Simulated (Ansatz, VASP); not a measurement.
**BN: VASP beside Ansatz**

File INCAR:

```
SYSTEM = BN
PREC = Accurate
ENCUT = 520
EDIFF = 1E-7
ISMEAR = 0
SIGMA = 0.05
LREAL = .FALSE.
LASPH = .TRUE.
NELM = 80
ALGO = Normal
ISIF = 2
LWAVE = .FALSE.
LCHARG = .TRUE.
GGA = PE
LELF = .TRUE.
LVHAR = .TRUE.
NBANDS = 26
```

The input KPOINTS:

```
regular mesh
0
G
  6 6 6
  0 0 0
```

The input POSCAR:

```
BN
1.0
    3.6246970237      0.0000000000      0.0000000000
    0.0000000000     -3.6246970237      0.0000000000
    0.0000000000      0.0000000000     -3.6246970237
B N
4 4
Direct
    0.0000000000      0.0000000000      0.0000000000
    0.5000000000      0.5000000000      0.0000000000
    0.5000000000      0.0000000000      0.5000000000
    0.0000000000      0.5000000000      0.5000000000
    0.7500000000      0.7396543077      0.7500000000
    0.2500000000      0.2500000000      0.7500000000
    0.2500000000      0.7500000000      0.2500000000
    0.7500000000      0.2500000000      0.2500000000
```

Input for Ansatz:

```yaml
crystal:
  lattice:
    - [3.6246970237, 0.0, 0.0]
    - [0.0, -3.6246970237, 0.0]
    - [0.0, 0.0, -3.6246970237]
  atoms:
    - { symbol: B, position: [0.0, 0.0, 0.0] }
    - { symbol: B, position: [0.5, 0.5, 0.0] }
    - { symbol: B, position: [0.5, 0.0, 0.5] }
    - { symbol: B, position: [0.0, 0.5, 0.5] }
    - { symbol: "N", position: [0.75, 0.7396543077, 0.75] }
    - { symbol: "N", position: [0.25, 0.25, 0.75] }
    - { symbol: "N", position: [0.25, 0.75, 0.25] }
    - { symbol: "N", position: [0.75, 0.25, 0.25] }
basis:
  ecutwfc: 420
kpoints:
  mp_grid: { grid: [6, 6, 6] }
hamiltonian:
  xc: pbe
scf:
  occupations: { method: gaussian, width: 0.05 }
output:
  forces: true
  stress: true
  eigenvalues: true
```

Alike in both runs: task single point; functional PBE; k mesh 6 × 6 × 6; occupations gaussian, width 0.05 eV; no spin polarisation.

|  | VASP | Ansatz |
| --- | --- | --- |
| version | VASP 6.6.1 | Ansatz 0.2.0 |
| potentials or method | VASP PAW PBE potentials, release 64 (B, N), cutoff 520 eV | scalar-relativistic, plane waves, PAW |
| valence electrons in the cell | 32 | 32 |

```tsv
	VASP	Ansatz	Ansatz less VASP
gap on the k mesh at the Fermi level (eV)	4.36	4.37	+0.012
least direct gap on the mesh (eV)	4.36	4.37	+0.012
pressure (GPa)	0.4	0.1	-0.24
traceless stress, the component that is largest in VASP (GPa)	0.19	0.17	-0.024
rms of the force components (eV/Å)	0.296	0.295	-0.0016
```

Atom by atom the forces differ by 0.002 eV/Å (rms over components).
